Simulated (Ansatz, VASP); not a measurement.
**Two plane-wave programs on ZnSe**

```xyz
2
Lattice="0.0000 2.8340 2.8340 2.8340 0.0000 2.8340 2.8340 2.8340 0.0000" Properties=species:S:1:pos:R:3 pbc="T T T"
Zn    0.0000    0.0000    0.0000
Se    1.4170    1.4170    1.4170
```

Alike in both runs: task relaxation of cell and atoms; functional LDA; k mesh 8 × 8 × 8; occupations gaussian, width 0.02 eV; no spin polarisation.

|  | VASP | Ansatz |
| --- | --- | --- |
| version | VASP 6.6.1 | Ansatz 0.2.0 |
| potentials or method | VASP PAW LDA potentials, release 64 (Zn, Se), cutoff 500 eV | scalar-relativistic, plane waves, PAW |
| valence electrons in the cell | 18 | 28 |

|  | VASP | Ansatz | Ansatz less VASP |
| --- | --- | --- | --- |
| gap on the k mesh at the Fermi level, each at its own relaxed structure (eV) | 1.27 | 1.25 | -0.022 |
| relaxed volume (Å³/atom) | 21.68 | 21.57 | -0.112 |
| relaxed cell length with the largest relative difference (Å) | 3.943 | 3.937 | -0.0068 |

Ansatz warns that its potentials were made for another functional, while VASP's fit it. LDA's correlation is that of Perdew and Zunger in VASP and of Perdew and Wang (1992) in Ansatz. VASP's potentials hold 18 valence electrons a cell and Ansatz's 28, so a difference there can come from the potentials and not from the codes.
